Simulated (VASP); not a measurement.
# BaCdBrF (P4/nmm) in VASP: single point with PBE

Aim: the single point of BaCdBrF with PBE.

All numbers are computed with VASP 6.6.1; they aren't measurements. Logs are shortened: lines on timing, memory, paths and dates and some standing lists are left out, and cuts for length are marked.

### 1 The cell of the first run

Symmetry: P4/nmm, No. 129, tetragonal system. Conventional cell: a = 4.628 Å, b = 4.628 Å, c = 9.845 Å, α = 90.00°, β = 90.00°, γ = 90.00°. Within 3.6 Å of Ba (site symmetry 4mm) lie 4 F at 2.66 Å and 5 Br at 3.41 to 3.57 Å. Cd (site symmetry -4m2) has 4 Cd at 3.27 Å and 4 Br at 3.53 Å and 4 Ba at 4.29 Å within 4.3 Å. Within 4.3 Å of Br (site symmetry 4mm) lie 4 F at 3.23 Å and 5 Ba at 3.41 to 3.57 Å and 4 Cd at 3.53 Å. F (site symmetry -4m2) has 4 Ba at 2.66 Å and 4 Br at 3.23 Å and 4 F at 3.27 Å within 3.5 Å.

### 2 Single point, PBE

File INCAR:

```
ALGO     = Normal         # electronic algorithm
EDIFF    = 1E-6           # SCF threshold, eV
ENCUT    = 520            # plane-wave cutoff, eV
GGA      = PE             # functional
ISIF     = 2              # what is computed and relaxed
ISMEAR   = -1             # smearing method
LASPH    = True           # aspherical terms in the spheres
LCHARG   = False          # write CHGCAR
LREAL    = False          # projectors in reciprocal space
LWAVE    = False          # write WAVECAR
NBANDS   = 46             # bands
NELM     = 100            # most SCF steps
PREC     = Accurate       # precision mode
SIGMA    = 0.1            # smearing width, eV
```

File KPOINTS:

```
k-points
0
Gamma
  7 7 4
```

File POSCAR:

```
BaCdBrF
1.0
    4.6284040000      0.0000000000      0.0000000000
    0.0000000000      4.6284040000      0.0000000000
    0.0000000000      0.0000000000      9.8446560000
Ba Cd Br F
2 2 2 2
Direct
    0.2500000000      0.2500000000      0.3666806236
    0.7500000000      0.7500000000      0.6333193764
    0.2500000000      0.7500000000      0.0000000000
    0.7500000000      0.2500000000      0.0000000000
    0.2500000000      0.2500000000      0.7292129068
    0.7500000000      0.7500000000      0.2707870932
    0.2500000000      0.7500000000      0.5000000000
    0.7500000000      0.2500000000      0.5000000000
```

Potentials or basis: VASP PAW PBE potentials, release 64 (Ba_sv, Cd, Br, F).

Started as:

```bash
$ cat potpaw_PBE.64/Ba_sv/POTCAR potpaw_PBE.64/Cd/POTCAR potpaw_PBE.64/Br/POTCAR potpaw_PBE.64/F/POTCAR > POTCAR
$ mpirun -np 1 vasp_std > vasp.out
```

OUTCAR:

```text
EDIFF = 1E-6
   ENCUT = 520
   GGA = PE
   ISIF = 2
   ISMEAR = -1
   LASPH = True
   LREAL = False
   NELM = 100
   PREC = Accurate

 ion  position               nearest neighbor table
   1  0.250  0.250  0.367-   7 2.66   8 2.66   7 2.66   8 2.66   6 3.41   6 3.41   6 3.41   6 3.41
                             5 3.57   2 4.20   2 4.20   2 4.20   2 4.20
   2  0.750  0.750  0.633-   7 2.66   8 2.66   8 2.66   7 2.66   5 3.41   5 3.41   5 3.41   5 3.41
                             6 3.57   1 4.20   1 4.20   1 4.20   1 4.20
   3  0.250  0.750  0.000-   4 3.27   4 3.27   4 3.27   4 3.27
   4  0.750  0.250  0.000-   3 3.27   3 3.27   3 3.27   3 3.27
   5  0.250  0.250  0.729-   2 3.41   2 3.41   2 3.41   2 3.41   1 3.57
   6  0.750  0.750  0.271-   1 3.41   1 3.41   1 3.41   1 3.41   2 3.57
   7  0.250  0.750  0.500-   1 2.66   2 2.66   1 2.66   2 2.66
   8  0.750  0.250  0.500-   1 2.66   2 2.66   2 2.66   1 2.66

  LATTYP: Found a simple tetragonal cell.
 ALAT       =     4.6284040000
 C/A-ratio  =     2.1270087918

  Lattice vectors:

 A1 = (   4.6284040000,   0.0000000000,   0.0000000000)
 A2 = (   0.0000000000,   4.6284040000,   0.0000000000)
 A3 = (   0.0000000000,   0.0000000000,   9.8446560000)

Analysis of symmetry for initial positions (statically):
=====================================================================
 Subroutine PRICEL returns:
 Original cell was already a primitive cell.

 Routine SETGRP: Setting up the symmetry group for a
 simple tetragonal supercell.

 Subroutine GETGRP returns: Found 16 space group operations
 (whereof  4 operations were pure point group operations)
 out of a pool of 16 trial point group operations.

The static configuration has the point symmetry C_2h.
 The point group associated with its full space group is D_4h.

Analysis of symmetry for dynamics (positions and initial velocities):
=====================================================================
 Subroutine PRICEL returns:
 Original cell was already a primitive cell.

 Routine SETGRP: Setting up the symmetry group for a
 simple tetragonal supercell.

 Subroutine GETGRP returns: Found 16 space group operations
 (whereof  4 operations were pure point group operations)
 out of a pool of 16 trial point group operations.

The dynamic configuration has the point symmetry C_2h.
 The point group associated with its full space group is D_4h.

 Subroutine INISYM returns: Found 16 space group operations
 (whereof  4 operations are pure point group operations),
[... 113 lines left out ...]
   NFREE  =      0    steps in history (QN), initial steepest desc. (CG)
   ISIF   =      2    stress and relaxation
   ISYM   =      2    0-nonsym 1-usesym 2-fastsym
   POTIM  = 0.5000    time-step for ionic-motion
   TEBEG  =    0.0;   TEEND  =   0.0 temperature during run
   PSTRESS=    0.0 pullay stress
   NELECT =      72.0000    total number of electrons
   NUPDOWN=      -1.0000    fix difference up-down
   EMIN   =  10.00;   EMAX   =-10.00  energy-range for DOS
   EFERMI =   0.00;   METHOD = LEGACY
   ISMEAR =    -1;   SIGMA  =   0.10  broadening in eV -4-tet -1-fermi 0-gaus
   EFERMI_NEDOS =   21; number of points for ismear=-14 and -15
   IALGO  =     38    algorithm
   IMIX   =      4    mixing-type and parameters
     AMIX     =   0.40;   BMIX     =  1.00
     AMIX_MAG =   1.60;   BMIX_MAG =  1.00
  volume/ion in A,a.u.               =      26.36       177.90
  Fermi-wavevector in a.u.,A,eV,Ry     =   1.144190  2.162205 17.812335  1.309170
  Thomas-Fermi vector in A             =   2.280882
   LORBIT       =      0    0 simple, 1 ext, 2 COOP (PROOUT), +10 PAW based schemes
   GGA     = PE    functional components
   LHFCALC =     F    Hartree Fock is set to
   AEXX    =    0.0000 exact exchange contribution
   IVDW    =     0    specifies the selected vdW correction
   LEPSILON=     F    determine dielectric tensor
   LRPA    =     F    only Hartree local field effects (RPA)
 non-spin polarized calculation
  energy-cutoff  :      520.00
  volume of cell :      210.89
 maximum number of plane-waves:      5706
 NGX is ok and might be reduce to    36
   NGX = 17   NGY = 17   NGZ = 37

 number of electron      72.0000012 magnetization

 Free energy of the ion-electron system (eV)
  ---------------------------------------------------
  ext. energy  EPLUGINS =         0.00000000
  ---------------------------------------------------
  free energy    TOTEN  =       -29.02677093 eV

  energy without entropy =      -28.98717612  energy(sigma->0) =      -29.00697353

 E-fermi :   2.9614     XC(G=0):  -9.0625

 val. band max:        2.8692123678   @ k =   0.1429   0.1429   0.0000
 cond. band min:       3.0161019707   @ k =   0.1429   0.0000   0.0000
 fundamental gap:      0.1468896030
 Fermi energy:         2.9613791751

 k-point     1 :       0.0000    0.0000    0.0000
  band No.  band energies     occupation
      1     -25.6025      2.00000
      2     -25.4306      2.00000
      3     -21.2408      2.00000
      4     -21.2144      2.00000
      5     -13.0005      2.00000
      6     -12.9177      2.00000
[... 1165 lines left out ...]
     45       7.2332      0.00000
     46       7.3725      0.00000

 [... further k-points ...]

------------------------ aborting loop because EDIFF is reached ----------------------------------------

  FORCE on cell =-STRESS in cart. coord.  units (eV):
  Direction    XX          YY          ZZ          XY          YZ          ZX
  --------------------------------------------------------------------------------------
  -------------------------------------------------------------------------------------
  Total        1.2187080      1.2187080      5.9891818      0.0000000      0.0000000      0.0000000
  in kB        9.2586395      9.2586395     45.5003791      0.0000000      0.0000000      0.0000000
  external PRESSURE =      21.3392194 kB  Pullay stress =       0.0000000 kB

 VOLUME and BASIS-vectors are now :
 -----------------------------------------------------------------------------
  energy-cutoff  :      520.00
  volume of cell :      210.89
      direct lattice vectors                 reciprocal lattice vectors
     4.628404000  0.000000000  0.000000000     0.216057198  0.000000000  0.000000000
     0.000000000  4.628404000  0.000000000     0.000000000  0.216057198  0.000000000
     0.000000000  0.000000000  9.844656000     0.000000000  0.000000000  0.101577953

 POSITION                                       TOTAL-FORCE (eV/Angst)
 -----------------------------------------------------------------------------------
      1.15710      1.15710      3.60984        -0.000000      0.000000     -0.130606
      3.47130      3.47130      6.23481        -0.000000      0.000000      0.130606
      1.15710      3.47130      0.00000         0.000000     -0.000000      0.000000
      3.47130      1.15710      0.00000        -0.000000      0.000000      0.000000
      1.15710      1.15710      7.17885        -0.000000      0.000000      0.030941
      3.47130      3.47130      2.66581        -0.000000      0.000000     -0.030941
      1.15710      3.47130      4.92233        -0.000000      0.000000      0.000000
      3.47130      1.15710      4.92233         0.000000     -0.000000      0.000000
 -----------------------------------------------------------------------------------
    total drift:                                0.000000      0.000000      0.000000

  FREE ENERGIE OF THE ION-ELECTRON SYSTEM (eV)
  ---------------------------------------------------
  free  energy   TOTEN  =       -29.0267709343 eV

  energy  without entropy=      -28.9871761250  energy(sigma->0) =      -29.00697353
```

OSZICAR:

```text
N       E                     dE             d eps       ncg     rms          rms(c)
DAV:   1     0.572657334439E+03    0.57266E+03   -0.34817E+04  2760   0.142E+03
DAV:   2     0.148199765218E+02   -0.55784E+03   -0.53959E+03  3300   0.335E+02
DAV:   3    -0.305954668669E+02   -0.45415E+02   -0.45177E+02  3176   0.101E+02
DAV:   4    -0.320230498775E+02   -0.14276E+01   -0.14232E+01  4130   0.138E+01
DAV:   5    -0.320397453265E+02   -0.16695E-01   -0.16688E-01  3462   0.159E+00    0.107E+01
DAV:   6    -0.292770706704E+02    0.27627E+01   -0.95114E+00  3498   0.161E+01    0.511E+00
DAV:   7    -0.291386609749E+02    0.13841E+00   -0.13997E+00  3562   0.464E+00    0.291E+00
DAV:   8    -0.290388796097E+02    0.99781E-01   -0.35416E-01  3348   0.276E+00    0.748E-01
DAV:   9    -0.290258972911E+02    0.12982E-01   -0.86982E-02  3432   0.127E+00    0.399E-01
DAV:  10    -0.290262242697E+02   -0.32698E-03   -0.16863E-02  3486   0.557E-01    0.182E-01
DAV:  11    -0.290266302106E+02   -0.40594E-03   -0.15665E-03  3794   0.138E-01    0.934E-02
DAV:  12    -0.290267771848E+02   -0.14697E-03   -0.84607E-04  3358   0.134E-01    0.546E-02
DAV:  13    -0.290267676501E+02    0.95347E-05   -0.33394E-04  3362   0.815E-02    0.109E-02
DAV:  14    -0.290267706338E+02   -0.29837E-05   -0.31405E-05  3134   0.248E-02    0.503E-03
DAV:  15    -0.290267709343E+02   -0.30048E-06   -0.17751E-06  2646   0.507E-03
   1 F= -.29026771E+02 E0= -.29006974E+02  d E =-.395948E-01
```

stdout:

```text
POSCAR found type information on POSCAR BaCdBrF
 POSCAR found :  4 types and       8 ions
 scaLAPACK will be used
 LDA part: xc-table for (Slater+PW92), standard interpolation
 POSCAR, INCAR and KPOINTS ok, starting setup
 FFT: planning ... GRIDC
 FFT: planning ... GRID_SOFT
 FFT: planning ... GRID
 WAVECAR not read
 entering main loop
```

It took 4.3 min on 1 thread of Intel Xeon Platinum 8259CL at 2.50GHz (Skylake/Cascade Lake), shared host; peak memory 0.49 GiB.

What came out:

```
Free energy            : -29.0268 eV
Pressure               : 2.1 GPa
Largest force          : 0.131 eV/Å
Band gap on the k mesh : zero (bands 36 and 37 overlap by 1.09 eV)
```

Forces in eV/Å, atoms in the order of the input:
```
Ba   0.000  0.000 -0.131
Ba   0.000  0.000  0.131
Cd   0.000  0.000  0.000
Cd   0.000  0.000  0.000
Br   0.000  0.000  0.031
Br   0.000  0.000 -0.031
F    0.000  0.000  0.000
F    0.000  0.000  0.000
```

Levels at points of the mesh, in eV from the Fermi level:
| k point | band 32 | band 33 | band 34 | band 35 | band 36 | band 37 | band 38 | band 39 | band 40 | band 41 |
| --- | --- | --- | --- | --- | --- | --- | --- | --- | --- | --- |
| (0.00, 0.00, 0.00) | -3.88 | -3.69 | -3.69 | -2.96 | 0.77 | 0.82 | 1.94 | 1.94 | 2.41 | 2.70 |
| (0.00, 0.00, 0.50) | -3.80 | -3.76 | -3.76 | -2.60 | 0.26 | 0.98 | 1.62 | 1.94 | 1.94 | 2.70 |

Caveat: spin-orbit coupling is left out, which moves the levels of the heavy elements.
